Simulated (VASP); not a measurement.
A run of VASP 6.6.1:

INCAR

```
ALGO     = Normal         # electronic algorithm
EDIFF    = 1E-7           # SCF threshold, eV
EDIFFG   = -0.04          # ionic threshold
ENCUT    = 600            # plane-wave cutoff, eV
GGA      = PE             # functional
IBRION   = 2              # ionic algorithm
ISIF     = 3              # what is computed and relaxed
ISMEAR   = 0              # smearing method
LASPH    = T              # aspherical terms in the spheres
LCHARG   = F              # write CHGCAR
LREAL    = F              # projectors in reciprocal space
LWAVE    = F              # write WAVECAR
NELM     = 60             # most SCF steps
NSW      = 90             # ionic steps
PREC     = Accurate       # precision mode
SIGMA    = 0.1            # smearing width, eV
```

File KPOINTS:

```
k-points
0
Gamma
  4 4 4
```

File POSCAR:

```
MoAs3
1.0
    4.2242452251      0.0000000000      0.0000000000
    0.0000000000      4.2242452251      0.0000000000
    0.0000000000      0.0000000000      4.2242452251
Mo As
1 3
Direct
    0.0000000000      0.0000000000      0.0000000000
    0.0000000000      0.5000000000      0.5000000000
    0.5000000000      0.0000000000      0.5000000000
    0.5000000000      0.5000000000      0.0000000000
```

Potentials or basis: VASP PAW PBE potentials, release 64 (Mo_sv, As).

Command:

```bash
$ cat potpaw_PBE.64/Mo_sv/POTCAR potpaw_PBE.64/As/POTCAR > POTCAR
$ mpirun -np 1 vasp_std > vasp.out
```

Hardware: 1 thread of Intel Xeon 8259CL, on a shared host.

Question: How long does it take, and how much memory?

Answer: Run time: 100 s on 1 thread of Intel Xeon 8259CL, on a shared host, peak memory 0.22 GiB. Counts: scf iterations 37, k points 10, ion steps 3.
